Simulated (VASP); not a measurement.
# Ga2O3 (R-3c) in VASP: a series of runs

Ga2O3 is run at these levels: PBE; tasks: single point.

All numbers are computed with VASP 6.6.1; they aren't measurements. Logs are shortened: lines on timing, memory, paths and dates and some standing lists are left out, and cuts for length are marked.

## Step 1: The cell of the first run

The structure is trigonal, space group R-3c (No. 167). Conventional cell: a = 5.057 Å, b = 5.057 Å, c = 13.625 Å, α = 90.00°, β = 90.00°, γ = 120.00°. Within 2.6 Å of Ga (site symmetry 3) lie 6 O at 1.95 to 2.10 Å. Within 2.9 Å of O (site symmetry 2) lie 4 Ga at 1.95 to 2.10 Å and 8 O at 2.66 to 2.88 Å.

## Step 2: Single point, PBE

Contents of INCAR:

```
SYSTEM = Ga2O3
PREC = Accurate
ENCUT = 520
EDIFF = 1E-7
ISMEAR = 0
SIGMA = 0.1
LREAL = .FALSE.
LASPH = .TRUE.
NELM = 60
ALGO = Normal
ISIF = 2
LWAVE = .FALSE.
LCHARG = .FALSE.
GGA = PE
NBANDS = 55
```

Contents of KPOINTS:

```
regular mesh
0
G
  4 4 4
  0 0 0
```

Contents of POSCAR:

```
Ga2O3
1.0
   -2.5286557284      4.3797601965      0.0000000000
   -5.0573114568      0.0000000000      0.0000000000
   -2.5286557284      1.4599200655      4.5416941020
Ga O
4 6
Direct
    0.6442343044      0.6442343044      0.0672970868
    0.8557656956      0.8557656956      0.4327029132
    0.3557656956      0.3557656956      0.9327029132
    0.1442343044      0.1442343044      0.5672970868
    0.7500000000      0.4468370439      0.7500000000
    0.0531629561      0.7500000000      0.7500000000
    0.4468370439      0.0531629561      0.7500000000
    0.2500000000      0.5531629561      0.2500000000
    0.9468370439      0.2500000000      0.2500000000
    0.5531629561      0.9468370439      0.2500000000
```

Potentials or basis: VASP PAW PBE potentials, release 64 (Ga_d, O).

On the command line:

```sh
> cat potpaw_PBE.64/Ga_d/POTCAR potpaw_PBE.64/O/POTCAR > POTCAR
> mpirun -np 1 vasp_std > vasp.out
```

OUTCAR:

```text
SYSTEM = Ga2O3
   PREC = Accurate
   ENCUT = 520
   EDIFF = 1E-7
   ISMEAR = 0
   LREAL = .FALSE.
   LASPH = .TRUE.
   NELM = 60
   ISIF = 2
   GGA = PE

 ion  position               nearest neighbor table
   1  0.644  0.644  0.067-  10 1.95   8 1.95   9 1.95   5 2.10   7 2.10   6 2.10   2 2.88
   2  0.856  0.856  0.433-   9 1.95   8 1.95  10 1.95   5 2.10   7 2.10   6 2.10   1 2.88
   3  0.356  0.356  0.933-   7 1.95   5 1.95   6 1.95   8 2.10   9 2.10  10 2.10   4 2.88
   4  0.144  0.144  0.567-   6 1.95   5 1.95   7 1.95   8 2.10   9 2.10  10 2.10   3 2.88
   5  0.750  0.447  0.750-   4 1.95   3 1.95   1 2.10   2 2.10
   6  0.053  0.750  0.750-   4 1.95   3 1.95   1 2.10   2 2.10
   7  0.447  0.053  0.750-   3 1.95   4 1.95   1 2.10   2 2.10
   8  0.250  0.553  0.250-   2 1.95   1 1.95   3 2.10   4 2.10
   9  0.947  0.250  0.250-   2 1.95   1 1.95   3 2.10   4 2.10
  10  0.553  0.947  0.250-   1 1.95   2 1.95   3 2.10   4 2.10

  LATTYP: Found a trigonal (rhomboedric) cell.
 ALAT       =     5.3993010387
 COS(alpha) =     0.5613336499

  Lattice vectors:

 A1 = (  -0.0000000000,  -2.9198401310,   4.5416941020)
 A2 = (   2.5286557284,   1.4599200655,   4.5416941020)
 A3 = (  -2.5286557284,   1.4599200655,   4.5416941020)

Analysis of symmetry for initial positions (statically):
=====================================================================
 Subroutine PRICEL returns:
 Original cell was already a primitive cell.

 Routine SETGRP: Setting up the symmetry group for a
 trigonal (rhombohedral) supercell.

 Subroutine GETGRP returns: Found 12 space group operations
 (whereof  6 operations were pure point group operations)
 out of a pool of 12 trial point group operations.

The static configuration has the point symmetry S_6 .
 The point group associated with its full space group is D_3d.

Analysis of symmetry for dynamics (positions and initial velocities):
=====================================================================
 Subroutine PRICEL returns:
 Original cell was already a primitive cell.

 Routine SETGRP: Setting up the symmetry group for a
 trigonal (rhombohedral) supercell.

 Subroutine GETGRP returns: Found 12 space group operations
 (whereof  6 operations were pure point group operations)
 out of a pool of 12 trial point group operations.

The dynamic configuration has the point symmetry S_6 .
 The point group associated with its full space group is D_3d.

 Subroutine INISYM returns: Found 12 space group operations
 (whereof  6 operations are pure point group operations),
 and found     1 'primitive' translations

----------------------------------------------------------------------------------------

                                     Primitive cell

  volume of cell :     100.5977

  direct lattice vectors                    reciprocal lattice vectors
    -2.528655728  4.379760197  0.000000000     0.000000000  0.228323003 -0.073394052
    -5.057311457  0.000000000  0.000000000    -0.197733521 -0.114161501 -0.073394052
    -2.528655728  1.459920065  4.541694102     0.000000000  0.000000000  0.220182156

  length of vectors
     5.057311457  5.057311457  5.399301039     0.239829274  0.239829274  0.220182156

  position of ions in fractional coordinates (direct lattice)
     0.644234304  0.644234304  0.067297087
     0.855765696  0.855765696  0.432702913
     0.355765696  0.355765696  0.932702913
     0.144234304  0.144234304  0.567297087
     0.750000000  0.446837044  0.750000000
     0.053162956  0.750000000  0.750000000
     0.446837044  0.053162956  0.750000000
     0.250000000  0.553162956  0.250000000
     0.946837044  0.250000000  0.250000000
     0.553162956  0.946837044  0.250000000

  ion indices of the primitive-cell ions
   primitive index   ion index
                 1           1
                 2           2
                 3           3
                 4           4
                 5           5
                 6           6
                 7           7
                 8           8
                 9           9
                10          10

----------------------------------------------------------------------------------------

 KPOINTS: regular mesh

Automatic generation of k-mesh.
 Grid dimensions read from file:
 generate k-points for:    4    4    4

 Generating k-lattice:

  Cartesian coordinates                     Fractional coordinates (reciprocal lattice)
     0.000000000  0.057080751 -0.018348513     0.250000000  0.000000000 -0.000000000
    -0.049433380 -0.028540375 -0.018348513    -0.000000000  0.250000000 -0.000000000
     0.000000000  0.000000000  0.055045539     0.000000000  0.000000000  0.250000000

  Length of vectors
     0.059957318  0.059957318  0.055045539

  Shift w.r.t. Gamma in fractional coordinates (k-lattice)
     0.000000000  0.000000000  0.000000000

 Subroutine IBZKPT returns following result:
 ===========================================

 Found     13 irreducible k-points:

 Following reciprocal coordinates:
            Coordinates               Weight
  0.000000  0.000000  0.000000      1.000000
  0.250000  0.000000  0.000000      6.000000
  0.500000  0.000000  0.000000      3.000000
  0.250000  0.250000 -0.000000      6.000000
  0.500000  0.250000 -0.000000     12.000000
 -0.250000  0.250000 -0.000000      6.000000
  0.500000  0.500000 -0.000000      3.000000
  0.000000  0.000000  0.250000      2.000000
  0.500000  0.000000  0.250000      6.000000
 -0.250000  0.000000  0.250000      6.000000
 -0.250000  0.500000  0.250000      6.000000
 -0.250000 -0.250000  0.250000      6.000000
  0.000000  0.000000  0.500000      1.000000
   k-points           NKPTS =     13   k-points in BZ     NKDIM =     13   number of bands    NBANDS=     55
   number of dos      NEDOS =    301   number of ions     NIONS =     10
   total plane-waves  NPLWV =  64000
   dimension x,y,z NGX =    40 NGY =   40 NGZ =   40
   dimension x,y,z NGXF=    80 NGYF=   80 NGZF=   80
   ions per type =               4   6
   NGX,Y,Z   is equivalent  to a cutoff of  13.15, 13.15, 12.32 a.u.
   NGXF,Y,Z  is equivalent  to a cutoff of  26.30, 26.30, 24.63 a.u.
 SYSTEM =  Ga2O3
   PREC   = accura    normal or accurate (medium, high low for compatibility)
   ISTART =      0    job   : 0-new  1-cont  2-samecut
   ICHARG =      2    charge: 1-file 2-atom 10-const
   ISPIN  =      1    spin polarized calculation?
   LNONCOLLINEAR =      F non collinear calculations
   LSORBIT =      F    spin-orbit coupling
   LASPH  =      T    aspherical Exc in radial PAW
   ENCUT  =  520.0 eV  38.22 Ry    6.18 a.u.   9.40  9.40 10.04*2*pi/ulx,y,z
   NELM   =     60;   NELMIN=  2; NELMDL= -5     # of ELM steps
   EDIFF  = 0.1E-06   stopping-criterion for ELM
   LREAL  =      F    real-space projection
   EDIFFG = 0.1E-05   stopping-criterion for IOM
   NSW    =      0    number of steps for IOM
   IBRION =     -1    ionic relax: 0-MD 1-quasi-New 2-CG
   NFREE  =      0    steps in history (QN), initial steepest desc. (CG)
   ISIF   =      2    stress and relaxation
   ISYM   =      2    0-nonsym 1-usesym 2-fastsym
   POTIM  = 0.5000    time-step for ionic-motion
   TEBEG  =    0.0;   TEEND  =   0.0 temperature during run
   PSTRESS=    0.0 pullay stress
   NELECT =      88.0000    total number of electrons
   NUPDOWN=      -1.0000    fix difference up-down
   EMIN   =  10.00;   EMAX   =-10.00  energy-range for DOS
   EFERMI =   0.00;   METHOD = LEGACY
   ISMEAR =     0;   SIGMA  =   0.10  broadening in eV -4-tet -1-fermi 0-gaus
   EFERMI_NEDOS =   21; number of points for ismear=-14 and -15
   IALGO  =     38    algorithm
   IMIX   =      4    mixing-type and parameters
     AMIX     =   0.40;   BMIX     =  1.00
     AMIX_MAG =   1.60;   BMIX_MAG =  1.00
  volume/ion in A,a.u.               =      10.06        67.89
  Fermi-wavevector in a.u.,A,eV,Ry     =   1.565692  2.958729 33.353218  2.451392
  Thomas-Fermi vector in A             =   2.668131
   LORBIT       =      0    0 simple, 1 ext, 2 COOP (PROOUT), +10 PAW based schemes
   GGA     = PE    functional components
   LHFCALC =     F    Hartree Fock is set to
   AEXX    =    0.0000 exact exchange contribution
   IVDW    =     0    specifies the selected vdW correction
   LEPSILON=     F    determine dielectric tensor
   LRPA    =     F    only Hartree local field effects (RPA)
 non-spin polarized calculation
 Gauss-broadening in eV      SIGMA  =   0.10
  energy-cutoff  :      520.00
  volume of cell :      100.60
 maximum number of plane-waves:      2727
 NGX is ok and might be reduce to    40
   NGX = 19   NGY = 19   NGZ = 21

 number of electron      88.0000005 magnetization

 Free energy of the ion-electron system (eV)
  ---------------------------------------------------
  ext. energy  EPLUGINS =         0.00000000
  ---------------------------------------------------
  free energy    TOTEN  =       -59.39189670 eV

  energy without entropy =      -59.39189670  energy(sigma->0) =      -59.39189670

 E-fermi :   4.5424     XC(G=0): -11.9619

 val. band max:        4.0661362632   @ k =   0.2500   0.0000   0.0000
 cond. band min:       6.4986836729   @ k =   0.0000   0.0000   0.0000
 fundamental gap:      2.4325474098
 Fermi energy:         4.5423577635

 k-point     1 :       0.0000    0.0000    0.0000
  band No.  band energies     occupation
      1     -14.5783      2.00000
      2     -12.7188      2.00000
      3     -12.7188      2.00000
      4     -12.6953      2.00000
      5     -12.6760      2.00000
      6     -12.6760      2.00000
[... 47 lines left out ...]
     54      14.9974      0.00000
     55      16.0749      0.00000

 k-point     2 :       0.2500    0.0000    0.0000
  band No.  band energies     occupation
      1     -14.3185      2.00000
      2     -12.9918      2.00000
      3     -12.7467      2.00000
      4     -12.7374      2.00000
      5     -12.6909      2.00000
      6     -12.6711      2.00000
[... 630 lines left out ...]
 k-point    13 :       0.0000    0.0000    0.5000
  band No.  band energies     occupation
      1     -13.7489      2.00000
      2     -13.7489      2.00000
      3     -12.6998      2.00000
      4     -12.6998      2.00000
      5     -12.6998      2.00000
      6     -12.6998      2.00000
[... 47 lines left out ...]
     54      15.3410      0.00000
     55      16.7612      0.00000

------------------------ aborting loop because EDIFF is reached ----------------------------------------

  FORCE on cell =-STRESS in cart. coord.  units (eV):
  Direction    XX          YY          ZZ          XY          YZ          ZX
  --------------------------------------------------------------------------------------
  -------------------------------------------------------------------------------------
  Total        0.6008142      0.6008142      0.5118852      0.0000000     -0.0000000      0.0000000
  in kB        9.5689180      9.5689180      8.1525831      0.0000000     -0.0000000      0.0000000
  external PRESSURE =       9.0968063 kB  Pullay stress =       0.0000000 kB

 VOLUME and BASIS-vectors are now :
 -----------------------------------------------------------------------------
  energy-cutoff  :      520.00
  volume of cell :      100.60
      direct lattice vectors                 reciprocal lattice vectors
    -2.528655728  4.379760197  0.000000000     0.000000000  0.228323003 -0.073394052
    -5.057311457  0.000000000  0.000000000    -0.197733521 -0.114161501 -0.073394052
    -2.528655728  1.459920065  4.541694102     0.000000000  0.000000000  0.220182156

 POSITION                                       TOTAL-FORCE (eV/Angst)
 -----------------------------------------------------------------------------------
     -5.05731      2.91984      0.30564        -0.000000     -0.000000      0.020412
     -7.58597      4.37976      1.96520         0.000000      0.000000     -0.020412
     -5.05731      2.91984      4.23605         0.000000      0.000000     -0.020412
     -2.52866      1.45992      2.57649        -0.000000     -0.000000      0.020412
     -6.05278      4.37976      3.40627        -0.001161     -0.000000     -0.000000
     -5.82391      1.32778      3.40627         0.000580     -0.001005      0.000000
     -3.29525      3.05198      3.40627         0.000580      0.001005      0.000000
     -4.06185      1.45992      1.13542         0.001161     -0.000000      0.000000
     -4.29072      4.51190      1.13542        -0.000580      0.001005     -0.000000
     -6.81937      2.78770      1.13542        -0.000580     -0.001005     -0.000000
 -----------------------------------------------------------------------------------
    total drift:                                0.000000     -0.000000      0.000000

  FREE ENERGIE OF THE ION-ELECTRON SYSTEM (eV)
  ---------------------------------------------------
  free  energy   TOTEN  =       -59.3918966979 eV

  energy  without entropy=      -59.3918966979  energy(sigma->0) =      -59.39189670
```

It took 98 s on 1 thread of Intel Xeon Platinum 8124M at 3.00GHz (Skylake/Cascade Lake), shared host; peak memory 0.25 GiB.

Results:

```yaml
Free_energy: -59.3919 eV
Pressure: 0.9 GPa
Largest_force: 0.020 eV/Å
Band_gap_on_the_k_mesh: 2.43 eV (least direct gap 2.63 eV)
```

Forces on the atoms (eV/Å):
```
Ga   0.000  0.000  0.020
Ga   0.000  0.000 -0.020
Ga   0.000  0.000 -0.020
Ga   0.000  0.000  0.020
O   -0.001  0.000  0.000
O    0.001 -0.001  0.000
O    0.001  0.001  0.000
O    0.001  0.000  0.000
O   -0.001  0.001  0.000
O   -0.001 -0.001  0.000
```

Stress tensor (GPa, compression positive):
```
0.96 0.00 0.00
0.00 0.96 0.00
0.00 0.00 0.82
```

Levels at points of the mesh, in eV from the valence-band top:
```csv
k point,band 40,band 41,band 42,band 43,band 44,band 45,band 46,band 47,band 48,band 49
"(0.00, 0.00, 0.00)",-0.28,-0.28,-0.27,-0.19,-0.19,2.43,6.34,6.59,8.55,9.88
"(0.50, 0.00, 0.00)",-1.13,-0.89,-0.89,-0.11,-0.11,6.04,6.04,6.41,6.41,9.67
"(0.50, 0.50, 0.00)",-0.93,-0.78,-0.65,-0.21,-0.11,6.16,6.38,7.27,7.31,8.51
"(0.00, 0.00, 0.50)",-1.38,-0.25,-0.25,-0.25,-0.25,5.51,5.51,7.52,7.52,9.23
```

A k mesh can miss the band edges.

## Step 3: Single point, PBE

This run uses another cell than the first one, of 9.63 Å³/atom.

INCAR, as its differences from that of step 2:

```diff
@@ -3,3 +3,3 @@
 ENCUT = 520
-EDIFF = 1E-7
+EDIFF = 1E-6
 ISMEAR = 0
@@ -8,3 +8,3 @@
 LASPH = .TRUE.
-NELM = 60
+NELM = 100
 ALGO = Normal
```

Contents of KPOINTS:

```
Automatic mesh
0
G
  6 6 6
  0 0 0
```

Contents of POSCAR:

```
Ga2O3
1.0
    2.4912495700      1.4383236100      4.4776701900
   -2.4912495700      1.4383236100      4.4776701900
    0.0000000000     -2.8766472200      4.4776701900
Ga O
4 6
Direct
    0.8554000000      0.8554000000      0.8554000000
    0.6446000000      0.6446000000      0.6446000000
    0.1446000000      0.1446000000      0.1446000000
    0.3554000000      0.3554000000      0.3554000000
    0.0548999900      0.4451000100      0.7500000000
    0.7500000000      0.0548999900      0.4451000100
    0.4451000100      0.7500000000      0.0548999900
    0.9451000100      0.5548999900      0.2500000000
    0.2500000000      0.9451000100      0.5548999900
    0.5548999900      0.2500000000      0.9451000100
```

Potentials or basis: VASP PAW PBE potentials, release 64 (Ga_d, O).

On the command line:

```sh
> cat potpaw_PBE.64/Ga_d/POTCAR potpaw_PBE.64/O/POTCAR > POTCAR
> mpirun -np 1 vasp_std > vasp.out
```

It took 3 min on 1 thread of Intel Xeon Platinum 8124M at 3.00GHz (Skylake/Cascade Lake), shared host; peak memory 0.3 GiB.

Results (log left out):

- Free energy: -59.2297 eV
- Pressure: 10.8 GPa
- Largest force: 0.134 eV/Å
- Band gap on the k mesh: 2.86 eV (least direct gap 3.12 eV)

Forces in eV/Å, atoms in the order of the input:
```
Ga   0.000  0.000  0.039
Ga   0.000  0.000 -0.039
Ga   0.000  0.000 -0.039
Ga   0.000  0.000  0.039
O   -0.134  0.000  0.000
O    0.067 -0.116  0.000
O    0.067  0.116  0.000
O    0.134  0.000  0.000
O   -0.067  0.116  0.000
O   -0.067 -0.116  0.000
```

Stress tensor (GPa, compression positive):
```
11.27  0.00  0.00
 0.00 11.27  0.00
 0.00  0.00  9.97
```

Levels at points of the mesh, in eV from the valence-band top:
```csv
k point,band 41,band 42,band 43,band 44,band 45,band 46,band 47,band 48
"(0.00, 0.00, 0.00)",-0.31,-0.31,-0.26,-0.26,2.86,6.72,6.93,9.01
"(0.50, 0.00, 0.00)",-0.99,-0.99,-0.15,-0.15,6.43,6.43,6.80,6.80
"(0.50, 0.50, 0.00)",-0.86,-0.70,-0.25,-0.15,6.61,6.78,7.66,7.76
"(0.50, 0.50, 0.50)",-0.30,-0.30,-0.30,-0.30,5.92,5.92,7.88,7.88
```

Caveat: the cell stands under pressure.
